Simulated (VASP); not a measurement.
A run of VASP 6.6.1 is set up as follows.

Contents of INCAR:

```
SYSTEM = Cd3Se2S
ALGO     = Normal         ! electronic algorithm
EDIFF    = 1E-6           ! SCF threshold, eV
ENCUT    = 520            ! plane-wave cutoff, eV
GGA      = PE             ! functional
ISIF     = 2              ! what is computed and relaxed
ISMEAR   = 0              ! smearing method
LASPH    = .TRUE.         ! aspherical terms in the spheres
LCHARG   = .FALSE.        ! write CHGCAR
LREAL    = .FALSE.        ! projectors in reciprocal space
LWAVE    = .FALSE.        ! write WAVECAR
NBANDS   = 66             ! bands
NELM     = 60             ! most SCF steps
PREC     = Accurate       ! precision mode
SIGMA    = 0.1            ! smearing width, eV
```

File KPOINTS:

```
k-points
0
G
  6 6 1
  0 0 0
```

Contents of POSCAR:

```
Cd3Se2S
1.0
    4.3197322000      0.0000000000      0.0000000000
   -2.1598661000      3.7409978000      0.0000000000
    0.0000000000      0.0000000000     21.1479431000
Cd Se S
6 4 2
Direct
    0.6666667000      0.3333333000      0.1669220000
    0.6666667000      0.3333333000      0.4956190000
    0.6666667000      0.3333333000      0.8381430000
    0.3333333000      0.6666667000      0.9956190000
    0.3333333000      0.6666667000      0.3381430000
    0.3333333000      0.6666667000      0.6669220000
    0.6666667000      0.3333333000      0.2938320000
    0.6666667000      0.3333333000      0.6227710000
    0.3333333000      0.6666667000      0.1227710000
    0.3333333000      0.6666667000      0.7938320000
    0.6666667000      0.3333333000      0.9597130000
    0.3333333000      0.6666667000      0.4597130000
```

Potentials or basis: VASP PAW PBE potentials, release 64 (Cd, Se, S).

Run with:

```bash
$ cat potpaw_PBE.64/Cd/POTCAR potpaw_PBE.64/Se/POTCAR potpaw_PBE.64/S/POTCAR > POTCAR
$ mpirun -np 1 vasp_std > vasp.out
```

Question: What does it give for the pressure?

Answer: 0.3 GPa.

Question: What does it give for the largest force?

Answer: 0.006 eV/Å.

Question: What does it give for the band gap on the k mesh?

Answer: 0.62 eV.

Forces in eV/Å, atoms in the order of the input:
```
Cd   0.000  0.000  0.003
Cd   0.000  0.000  0.000
Cd   0.000  0.000 -0.001
Cd   0.000  0.000  0.000
Cd   0.000  0.000 -0.001
Cd   0.000  0.000  0.003
Se   0.000  0.000 -0.006
Se   0.000  0.000 -0.002
Se   0.000  0.000 -0.002
Se   0.000  0.000 -0.006
S    0.000  0.000  0.006
S    0.000  0.000  0.006
```
